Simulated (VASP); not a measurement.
# Si2W (I4/mmm) in VASP: notebook, part 2 of 2

VASP 6.6.1.

**3. Single point, LDA**

This run uses another cell than the first one, of 13.48 Å³/atom.

Input file INCAR:

```
PREC = Accurate
ENCUT = 520
EDIFF = 1E-7
ISMEAR = 1
SIGMA = 0.1
LREAL = F
LASPH = T
NELM = 100
ALGO = Normal
ISIF = 2
LWAVE = F
LCHARG = F
NBANDS = 18
```

Input file KPOINTS:

```
Automatic mesh
0
Gamma
  13 13 13
```

Input file POSCAR:

```
Si2W
1.0
   -1.6069000000      1.6069000000      3.9149500000
    1.6069000000     -1.6069000000      3.9149500000
    1.6069000000      1.6069000000     -3.9149500000
Si W
2 1
Direct
    0.3347000000      0.3347000000      0.0000000000
    0.6653000000      0.6653000000      0.0000000000
    0.0000000000      0.0000000000      0.0000000000
```

Potentials or basis: VASP PAW LDA potentials, release 64 (Si, W_sv).

The run is started by

```bash
> cat potpaw_LDA.64/Si/POTCAR potpaw_LDA.64/W_sv/POTCAR > POTCAR
> mpirun -np 1 vasp_std > vasp.out
```

Wall time 5 min (1 thread of Intel Xeon 8259CL, shared host); peak memory 0.27 GiB.

It converged, with:

| Quantity | Value |
| --- | --- |
| Free energy | -27.3430 eV |
| Pressure | -5.0 GPa |
| Largest force | 0.046 eV/Å |
| Band gap on the k mesh | zero (bands 11 and 12 overlap by 1.19 eV) |

Forces in eV/Å, atoms in the order of the input:
```
Si   0.000  0.000  0.046
Si   0.000  0.000 -0.046
W    0.000  0.000  0.000
```

Levels at points of the mesh, in eV from the Fermi level:
```csv
k point,band 7,band 8,band 9,band 10,band 11,band 12,band 13,band 14,band 15,band 16
"(0.00, 0.00, 0.00)",-3.74,-3.39,-2.87,-2.87,0.55,2.70,2.98,3.06,3.06,4.55
```

Caveat: the cell stands under tension; spin-orbit coupling is left out, which moves the levels of the heavy elements.

**4. Single point, LDA**

This run uses another cell than the first one, of 13.84 Å³/atom.

Input file INCAR:

```
  PREC = Accurate
  ENCUT = 520
  EDIFF = 1E-6
  ISMEAR = 1
  SIGMA = 0.1
  LREAL = F
  LASPH = T
  NELM = 60
  ALGO = Normal
  ISIF = 2
  LWAVE = F
  LCHARG = F
  NBANDS = 18
```

Input file KPOINTS:

```
regular mesh
0
Gamma
  13 13 13
```

Input file POSCAR:

```
Si2W
1.0
   -1.6210584388      1.6210584388      3.9494447289
    1.6210584388     -1.6210584388      3.9494447289
    1.6210584388      1.6210584388     -3.9494447289
Si W
2 1
Direct
    0.3347000000      0.3347000000      0.0000000000
    0.6653000000      0.6653000000      0.0000000000
    0.0000000000      0.0000000000      0.0000000000
```

The run is started by

```bash
> cat potpaw_LDA.64/Si/POTCAR potpaw_LDA.64/W_sv/POTCAR > POTCAR
> mpirun -np 1 vasp_std > vasp.out
```

Run time: 5 min. Hardware: 1 thread of Intel Xeon 8259CL, shared host; peak memory 0.27 GiB.

The run converged. Its results:

| Quantity | Value |
| --- | --- |
| Free energy | -27.2907 eV |
| Pressure | -10.5 GPa |
| Largest force | 0.114 eV/Å |
| Band gap on the k mesh | zero (bands 11 and 12 overlap by 1.15 eV) |

Forces on the atoms (eV/Å):
```
Si   0.000  0.000  0.114
Si   0.000  0.000 -0.114
W    0.000  0.000  0.000
```

Stress tensor (GPa, compression positive):
```
-10.25   0.00   0.00
  0.00 -10.25   0.00
  0.00   0.00 -11.05
```

Levels at points of the mesh, in eV from the Fermi level:
| k point | band 9 | band 10 | band 11 | band 12 | band 13 | band 14 |
| --- | --- | --- | --- | --- | --- | --- |
| (0.00, 0.00, 0.00) | -2.79 | -2.79 | 0.54 | 2.55 | 3.00 | 3.00 |

Caveat: the cell stands under tension; spin-orbit coupling is left out, which moves the levels of the heavy elements.

**5. Single point, LDA**

This run uses another cell than the first one, of 14.20 Å³/atom.

Input file INCAR:

```
SYSTEM = Si2W
  PREC = Accurate
  ENCUT = 520
  EDIFF = 1E-6
  ISMEAR = 1
  SIGMA = 0.1
  LREAL = .FALSE.
  LASPH = .TRUE.
  NELM = 60
  ALGO = Normal
  ISIF = 2
  LWAVE = .FALSE.
  LCHARG = .FALSE.
  NBANDS = 18
```

Input file KPOINTS:

```
Automatic mesh
0
G
  13 13 13
  0 0 0
```

Input file POSCAR:

```
Si2W
1.0
   -1.6349737841      1.6349737841      3.9833472003
    1.6349737841     -1.6349737841      3.9833472003
    1.6349737841      1.6349737841     -3.9833472003
Si W
2 1
Direct
    0.3347000000      0.3347000000      0.0000000000
    0.6653000000      0.6653000000      0.0000000000
    0.0000000000      0.0000000000      0.0000000000
```

The run is started by

```bash
> cat potpaw_LDA.64/Si/POTCAR potpaw_LDA.64/W_sv/POTCAR > POTCAR
> mpirun -np 1 vasp_std > vasp.out
```

It took 4.3 min on 1 thread of Intel Xeon 8259CL, shared host; peak memory 0.28 GiB.

The run converged. Its results:

```
Free energy            : -27.2043 eV
Pressure               : -15.2 GPa
Largest force          : 0.175 eV/Å
Band gap on the k mesh : zero (bands 11 and 12 overlap by 1.11 eV)
```

Forces in eV/Å, atoms in the order of the input:
```
Si   0.000  0.000  0.175
Si   0.000  0.000 -0.175
W    0.000  0.000  0.000
```

Stress tensor (GPa, compression positive):
```
-14.74   0.00   0.00
  0.00 -14.74   0.00
  0.00   0.00 -16.11
```

Levels at points of the mesh, in eV from the Fermi level:
```
           k point  band 9  band 10  band 11  band 12  band 13  band 14
(0.00, 0.00, 0.00)   -2.71    -2.71     0.53     2.41     2.94     2.94
```

Caveat: the cell stands under tension; spin-orbit coupling is left out, which moves the levels of the heavy elements.

**6. Single point, LDA**

This run uses another cell than the first one, of 14.56 Å³/atom.

Input file INCAR:

```
PREC = Accurate
ENCUT = 520
EDIFF = 1E-7
ISMEAR = 1
SIGMA = 0.1
LREAL = F
LASPH = T
NELM = 100
ALGO = Normal
ISIF = 2
LWAVE = F
LCHARG = T
GGA = CA
LELF = T
LVHAR = T
NBANDS = 18
```

Input file KPOINTS:

```
regular mesh
0
Gamma
  13 13 13
```

Input file POSCAR:

```
Si2W
1.0
   -1.6486562092      1.6486562092      4.0166821995
    1.6486562092     -1.6486562092      4.0166821995
    1.6486562092      1.6486562092     -4.0166821995
Si W
2 1
Direct
    0.3347000000      0.3347000000      0.0000000000
    0.6653000000      0.6653000000      0.0000000000
    0.0000000000      0.0000000000      0.0000000000
```

Potentials or basis: VASP PAW LDA potentials, release 64 (Si, W_sv).

The run is started by

```bash
> cat potpaw_LDA.64/Si/POTCAR potpaw_LDA.64/W_sv/POTCAR > POTCAR
> mpirun -np 1 vasp_std > vasp.out
```

Wall time 4.4 min (1 thread of Intel Xeon 8259CL, shared host); peak memory 0.28 GiB.

It converged, with:

```
Free energy            : -27.0887 eV
Pressure               : -19.2 GPa
Largest force          : 0.231 eV/Å
Band gap on the k mesh : zero (bands 11 and 12 overlap by 1.07 eV)
```

Forces in eV/Å, atoms in the order of the input:
```
Si   0.000  0.000  0.231
Si   0.000  0.000 -0.231
W    0.000  0.000  0.000
```

Stress tensor (GPa, compression positive):
```
-18.58   0.00   0.00
  0.00 -18.58   0.00
  0.00   0.00 -20.40
```

Levels at points of the mesh, in eV from the Fermi level:
| k point | band 9 | band 10 | band 11 | band 12 | band 13 | band 14 |
| --- | --- | --- | --- | --- | --- | --- |
| (0.00, 0.00, 0.00) | -2.62 | -2.62 | 0.53 | 2.29 | 2.90 | 2.90 |

Caveat: the cell stands under tension; spin-orbit coupling is left out, which moves the levels of the heavy elements.

**7. The runs side by side**

| cell | gap on the mesh (eV) | pressure (GPa) | largest force (eV/Å) |
| --- | --- | --- | --- |
| a = 4.486 Å, angles 138.4, 138.4, 60.3°, 3 atoms | none | 1.3 | 0.03 |
| a = 4.527 Å, angles 138.4, 138.4, 60.3°, 3 atoms | none | -5.0 | 0.05 |
| a = 4.567 Å, angles 138.4, 138.4, 60.3°, 3 atoms | none | -10.5 | 0.11 |
| a = 4.606 Å, angles 138.4, 138.4, 60.3°, 3 atoms | none | -15.2 | 0.18 |
| a = 4.644 Å, angles 138.4, 138.4, 60.3°, 3 atoms | none | -19.2 | 0.23 |

Alike in all rows: task single point; level LDA; potentials or basis VASP PAW LDA potentials, release 64 (Si, W_sv); no spin polarisation; k mesh 13 × 13 × 13; cutoff (eV) 520; smearing methfessel-paxton 0.1 eV.

Caveats: spin-orbit coupling is left out, which moves the levels of the heavy elements; the cell stands under tension (at least some runs).

Total energies depend on the potentials used, so only differences within one code and one set of settings carry meaning.
